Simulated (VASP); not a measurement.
Runs of VASP 6.6.1 on Pd. The structure is that of space group Fm-3m (No. 225), or close to it. The cells are those of the table. 

| level | U | cell | smearing | gap on the mesh (eV) | pressure (GPa) |
| --- | --- | --- | --- | --- | --- |
| LDA | - | a = 2.479 Å, angles 60.0°, 1 atom | fermi-dirac 0.1 eV | none | 128.8 |
| LDA | - | a = 2.642 Å, angles 60.0°, 1 atom | tetrahedron | none | 24.0 |
| LDA+U | Pd d U = 6.0 eV | a = 2.716 Å, angles 60.0°, 1 atom | fermi-dirac 0.1 eV | none | -20.7 |
| LDA | - | a = 2.291 Å, angles 60.0°, 1 atom | fermi-dirac 0.1 eV | none | (a) |

Alike in all rows: task single point; potentials or basis VASP PAW LDA potentials, release 64 (Pd); no spin polarisation; k mesh 17 × 17 × 17; cutoff (eV) 500.

Q: Fill in the values left out.

A: (a) 434.8.

Caveats: the cell stands under pressure (at least some runs); the cell stands under tension (at least some runs); U without spin polarisation on a metal has little footing (at least some runs); the U is typed as a test and isn't derived for this compound (at least some runs).

A k mesh can miss the band edges, and the runs leave out spin-orbit coupling on Pd.

A gap of «none» marks levels without a gap at the run's occupations.
